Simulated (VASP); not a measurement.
# Co (P6_3/mmc) in VASP: relaxation of cell and atoms with LDA

Aim: the relaxation of cell and atoms of Co with LDA.

Program: VASP 6.6.1. These are calculated values, not measurements. Logs are shortened: lines on timing, memory, paths and dates and some standing lists are left out, and cuts for length are marked.

## (1) The cell of the first run

It takes space group P6_3/mmc (No. 194, hexagonal). The conventional cell has a = 2.507 Å, b = 2.507 Å, c = 4.070 Å, α = 90.00°, β = 90.00°, γ = 120.00°. Co (site symmetry -6m2) has 12 Co at 2.50 to 2.51 Å within 3.3 Å.

## (2) Relaxation of cell and atoms, LDA, collinear spin, ferromagnetic start

INCAR

```
PREC     = Accurate       # precision mode
ENCUT    = 600            # plane-wave cutoff, eV
EDIFF    = 1E-7           # SCF threshold, eV
ISMEAR   = 1              # smearing method
SIGMA    = 0.1            # smearing width, eV
LREAL    = F              # projectors in reciprocal space
LASPH    = T              # aspherical terms in the spheres
NELM     = 150            # most SCF steps
ALGO     = Normal         # electronic algorithm
ISIF     = 3              # what is computed and relaxed
LWAVE    = F              # write WAVECAR
LCHARG   = F              # write CHGCAR
ISPIN    = 2              # spin polarisation
MAGMOM   = 1.7 1.7        # initial moments
LORBIT   = 11             # projections on sites
LMAXMIX  = 4              # l up to which the mixer works
GGA      = CA             # functional
IBRION   = 2              # ionic algorithm
NSW      = 80             # ionic steps
EDIFFG   = -0.01          # ionic threshold
```

KPOINTS

```
Automatic mesh
0
Gamma
  21 21 12
```

POSCAR

```
Co
1.0
    2.5074000000      0.0000000000      0.0000000000
   -1.2537000000      2.1714720974      0.0000000000
    0.0000000000      0.0000000000      4.0699000000
Co
2
Direct
    0.3333333333      0.6666666667      0.2500000000
    0.6666666667      0.3333333333      0.7500000000
```

Potentials or basis: VASP PAW LDA potentials, release 64 (Co).

Started as:

```
cat potpaw_LDA.64/Co/POTCAR > POTCAR
mpirun -np 1 vasp_std > vasp.out
```

OUTCAR:

```text
PREC = Accurate
   ENCUT = 600
   EDIFF = 1E-7
   ISMEAR = 1
   LREAL = F
   LASPH = T
   NELM = 150
   ISIF = 3
   ISPIN = 2
   LORBIT = 11
   GGA = CA
   IBRION = 2
   NSW = 80
   EDIFFG = -0.01

 ion  position               nearest neighbor table
   1  0.333  0.667  0.250-   2 2.50   2 2.50   2 2.50   2 2.50   2 2.50   2 2.50
   2  0.667  0.333  0.750-   1 2.50   1 2.50   1 2.50   1 2.50   1 2.50   1 2.50

  LATTYP: Found a hexagonal cell.
 ALAT       =     2.5074000000
 C/A-ratio  =     1.6231554598

  Lattice vectors:

 A1 = (   2.5074000000,   0.0000000000,   0.0000000000)
 A2 = (  -1.2537000000,   2.1714720974,   0.0000000000)
 A3 = (   0.0000000000,   0.0000000000,   4.0699000000)

Analysis of symmetry for initial positions (statically):
=====================================================================
 Subroutine PRICEL returns:
 Original cell was already a primitive cell.

 Routine SETGRP: Setting up the symmetry group for a
 hexagonal supercell.

 Subroutine GETGRP returns: Found 24 space group operations
 (whereof 12 operations were pure point group operations)
 out of a pool of 24 trial point group operations.

The static configuration has the point symmetry D_3d.
 The point group associated with its full space group is D_6h.

Analysis of symmetry for dynamics (positions and initial velocities):
=====================================================================
 Subroutine PRICEL returns:
 Original cell was already a primitive cell.

 Routine SETGRP: Setting up the symmetry group for a
 hexagonal supercell.

 Subroutine GETGRP returns: Found 24 space group operations
 (whereof 12 operations were pure point group operations)
 out of a pool of 24 trial point group operations.

The dynamic configuration has the point symmetry D_3d.
 The point group associated with its full space group is D_6h.

Analysis of structural, dynamic, and magnetic symmetry:
=====================================================================
 Subroutine PRICEL returns:
 Original cell was already a primitive cell.

 Routine SETGRP: Setting up the symmetry group for a
 hexagonal supercell.

 Subroutine GETGRP returns: Found 24 space group operations
 (whereof 12 operations were pure point group operations)
 out of a pool of 24 trial point group operations.

The overall configuration has the point symmetry D_3d.
 The point group associated with its full space group is D_6h.

 Subroutine INISYM returns: Found 24 space group operations
 (whereof 12 operations are pure point group operations),
 and found     1 'primitive' translations

----------------------------------------------------------------------------------------

                                     Primitive cell

  volume of cell :      22.1596

  direct lattice vectors                    reciprocal lattice vectors
     2.507400000  0.000000000  0.000000000     0.398819494  0.230258542  0.000000000
    -1.253700000  2.171472097  0.000000000     0.000000000  0.460517085  0.000000000
     0.000000000  0.000000000  4.069900000     0.000000000  0.000000000  0.245706283

  length of vectors
     2.507400000  2.507400000  4.069900000     0.460517085  0.460517085  0.245706283

  position of ions in fractional coordinates (direct lattice)
     0.333333333  0.666666667  0.250000000
     0.666666667  0.333333333  0.750000000

  ion indices of the primitive-cell ions
   primitive index   ion index
                 1           1
                 2           2

----------------------------------------------------------------------------------------

 KPOINTS: Automatic mesh

Automatic generation of k-mesh.
 Grid dimensions read from file:
 generate k-points for:   21   21   12

 Generating k-lattice:

  Cartesian coordinates                     Fractional coordinates (reciprocal lattice)
     0.018991404  0.010964692  0.000000000     0.047619048 -0.000000000  0.000000000
     0.000000000  0.021929385  0.000000000     0.000000000  0.047619048  0.000000000
     0.000000000  0.000000000  0.020475524     0.000000000  0.000000000  0.083333333

  Length of vectors
     0.021929385  0.021929385  0.020475524

  Shift w.r.t. Gamma in fractional coordinates (k-lattice)
     0.000000000  0.000000000  0.000000000

 Subroutine IBZKPT returns following result:
 ===========================================

 Found    336 irreducible k-points:

 Following reciprocal coordinates:
            Coordinates               Weight
  0.000000  0.000000  0.000000      1.000000
  0.047619  0.000000  0.000000      6.000000
  0.095238 -0.000000  0.000000      6.000000
  0.142857  0.000000  0.000000      6.000000
  0.190476 -0.000000  0.000000      6.000000
  0.238095  0.000000  0.000000      6.000000
[... 16 lines left out ...]
  0.142857  0.095238  0.000000     12.000000
  0.190476  0.095238  0.000000     12.000000
 [... further k-points ...]
   k-points           NKPTS =    336   k-points in BZ     NKDIM =    336   number of bands    NBANDS=     15
   number of dos      NEDOS =    301   number of ions     NIONS =      2
   total plane-waves  NPLWV =  14400
   dimension x,y,z NGX =    20 NGY =   20 NGZ =   36
   dimension x,y,z NGXF=    40 NGYF=   40 NGZF=   72
   ions per type =               2
   NGX,Y,Z   is equivalent  to a cutoff of  13.26, 13.26, 14.71 a.u.
   NGXF,Y,Z  is equivalent  to a cutoff of  26.52, 26.52, 29.41 a.u.
 SYSTEM =  unknown system
   PREC   = accura    normal or accurate (medium, high low for compatibility)
   ISTART =      0    job   : 0-new  1-cont  2-samecut
   ICHARG =      2    charge: 1-file 2-atom 10-const
   ISPIN  =      2    spin polarized calculation?
   LNONCOLLINEAR =      F non collinear calculations
   LSORBIT =      F    spin-orbit coupling
   LASPH  =      T    aspherical Exc in radial PAW
   ENCUT  =  600.0 eV  44.10 Ry    6.64 a.u.   5.01  5.01  8.13*2*pi/ulx,y,z
   NELM   =    150;   NELMIN=  2; NELMDL= -5     # of ELM steps
   EDIFF  = 0.1E-06   stopping-criterion for ELM
   LREAL  =      F    real-space projection
   EDIFFG = -.1E-01   stopping-criterion for IOM
   NSW    =     80    number of steps for IOM
   IBRION =      2    ionic relax: 0-MD 1-quasi-New 2-CG
   NFREE  =      1    steps in history (QN), initial steepest desc. (CG)
   ISIF   =      3    stress and relaxation
   ISYM   =      2    0-nonsym 1-usesym 2-fastsym
   POTIM  = 0.5000    time-step for ionic-motion
   TEBEG  =    0.0;   TEEND  =   0.0 temperature during run
   PSTRESS=    0.0 pullay stress
   NELECT =      18.0000    total number of electrons
   NUPDOWN=      -1.0000    fix difference up-down
   EMIN   =  10.00;   EMAX   =-10.00  energy-range for DOS
   EFERMI =   0.00;   METHOD = LEGACY
   ISMEAR =     1;   SIGMA  =   0.10  broadening in eV -4-tet -1-fermi 0-gaus
   EFERMI_NEDOS =   21; number of points for ismear=-14 and -15
   IALGO  =     38    algorithm
   IMIX   =      4    mixing-type and parameters
     AMIX     =   0.40;   BMIX     =  1.00
     AMIX_MAG =   1.60;   BMIX_MAG =  1.00
  volume/ion in A,a.u.               =      11.08        74.77
  Fermi-wavevector in a.u.,A,eV,Ry     =   1.527490  2.886538 31.745475  2.333227
  Thomas-Fermi vector in A             =   2.635379
   LORBIT       =     11    0 simple, 1 ext, 2 COOP (PROOUT), +10 PAW based schemes
   GGA     = CA    functional components
   LHFCALC =     F    Hartree Fock is set to
   AEXX    =    0.0000 exact exchange contribution
   IVDW    =     0    specifies the selected vdW correction
   LEPSILON=     F    determine dielectric tensor
   LRPA    =     F    only Hartree local field effects (RPA)
 conjugate gradient relaxation of ions
 spin polarized calculation
 Methfessel and Paxton  Order N= 1 SIGMA  =   0.10
  energy-cutoff  :      600.00
  volume of cell :       22.16
 maximum number of plane-waves:       768
 NGX is ok and might be reduce to    20
   NGX =  9   NGY =  9   NGZ = 17

--------------------------------------- Ionic step        1  -------------------------------------------

 number of electron      17.9999999 magnetization       3.1136056

 Free energy of the ion-electron system (eV)
  ---------------------------------------------------
  ext. energy  EPLUGINS =         0.00000000
  ---------------------------------------------------
  free energy    TOTEN  =       -16.07854634 eV

  energy without entropy =      -16.07865479  energy(sigma->0) =      -16.07858249

 E-fermi :   9.5919     XC(G=0): -13.6151

 val. band max:        9.5913532294   @ k =   0.2381   0.0476   0.0833
 cond. band min:       9.5941462300   @ k =   0.2857   0.0476   0.4167
 fundamental gap:      0.0027930006
 Fermi energy:         9.5918629944

 spin component 1

 k-point     1 :       0.0000    0.0000    0.0000
  band No.  band energies     occupation
      1       0.8273      1.00000
      2       4.6514      1.00000
      3       7.1569      1.00000
      4       7.2035      1.00000
      5       7.2035      1.00000
      6       7.5056      1.00000
      7       7.5056      1.00000
      8       7.8688      1.00000
      9       7.8688      1.00000
     10       8.9403      1.00000
     11       8.9403      1.00000
     12       9.5113      0.99146
     13      15.8067      0.00000
     14      31.4619      0.00000
     15      33.7575      0.00000
[... 1135 lines left out ...]
  energy  without entropy=      -16.2529956249  energy(sigma->0) =      -16.25278450

--------------------------------------- Ionic step        9  -------------------------------------------

 number of electron      18.0000007 magnetization       2.9948154

 Free energy of the ion-electron system (eV)
  ---------------------------------------------------
  ext. energy  EPLUGINS =         0.00000000
  ---------------------------------------------------
  free energy    TOTEN  =       -16.25269202 eV

  energy without entropy =      -16.25301415  energy(sigma->0) =      -16.25279940

 E-fermi :  11.1392     XC(G=0): -14.2398

 val. band max:       11.1385349635   @ k =   0.3333   0.1905   0.4167
 cond. band min:      11.1401322950   @ k =   0.2381   0.0476   0.2500
 fundamental gap:      0.0015973315
 Fermi energy:        11.1392083785

 spin component 1

 k-point     1 :       0.0000    0.0000    0.0000
  band No.  band energies     occupation
      1       1.7592      1.00000
      2       5.6946      1.00000
      3       8.5886      1.00000
      4       8.5950      1.00000
      5       8.5950      1.00000
      6       8.9658      1.00000
      7       8.9658      1.00000
      8       9.3638      1.00000
      9       9.3638      1.00000
     10      10.6548      1.00000
     11      10.6548      1.00000
     12      11.0982      0.81652
     13      18.4481      0.00000
     14      33.8072      0.00000
     15      37.1643      0.00000
[... 879 lines left out ...]
  FREE ENERGIE OF THE ION-ELECTRON SYSTEM (eV)
  ---------------------------------------------------
  free  energy   TOTEN  =       -16.2526920238 eV

  energy  without entropy=      -16.2530141542  energy(sigma->0) =      -16.25279940

 reached required accuracy - stopping structural energy minimisation

 total charge

# of ion       s       p       d       tot
------------------------------------------
    1        0.525   0.593   7.342   8.459
    2        0.525   0.593   7.342   8.459
--------------------------------------------------
tot          1.050   1.186  14.683  16.919

 magnetization (x)

# of ion       s       p       d       tot
------------------------------------------
    1       -0.013  -0.040   1.543   1.490
    2       -0.013  -0.040   1.543   1.490
--------------------------------------------------
tot         -0.027  -0.079   3.087   2.980
```

Wall time 30 min (1 thread of Oxide Virtual Turin-like, shared host); peak memory 0.29 GiB.

Results:

- Free energy: -16.2527 eV
- Relaxed volume: 9.97 Å³/atom
- Relaxed cell: a = 2.427 Å, b = 2.427 Å, c = 3.910 Å, α = 90.00°, β = 90.00°, γ = 120.00°
- Space group after relaxing (to 0.1 Å): P6_3/mmc (No. 194)
- Energy gained by relaxing: 87.1 meV/atom
- Ionic steps: 9
- Pressure after relaxing: 0.0 GPa
- Net moment: 2.99 μB per cell
- Site moments: Co +1.49 μB
- Valence electrons inside the program's atomic spheres: Co 8.46

The path:
| step | energy change (eV) | largest force (eV/Å) | pressure (GPa) | volume (Å³) |
| --- | --- | --- | --- | --- |
| 1 | 0.0000 | 0.0000 | -22.63 | 22.16 |
| 2 | 0.1311 | 0.0000 | 41.41 | 17.51 |
| 3 | -0.1732 | 0.0000 | -1.61 | 20.06 |
| 4 | -0.1738 | 0.0000 | -0.07 | 19.95 |
| 5 | -0.1738 | 0.0000 | 0.55 | 19.90 |
| 6 | -0.1740 | 0.0000 | -0.68 | 19.99 |
| 7 | -0.1741 | 0.0000 | -0.35 | 19.97 |
| 8 | -0.1741 | 0.0000 | 0.16 | 19.93 |
| 9 | -0.1741 | 0.0000 | -0.01 | 19.94 |

Final structure:
```yaml
crystal:
  lattice:
    - [2.42667, 0.00000, 0.00000]
    - [-1.21334, 2.10156, 0.00000]
    - [0.00000, 0.00000, 3.91043]
  atoms:
    - { symbol: Co, position: [0.33333, 0.66667, 0.25000] }
    - { symbol: Co, position: [0.66667, 0.33333, 0.75000] }
```

LDA usually gives volumes a few per cent too small. Zero-point motion and thermal expansion aren't in these numbers.
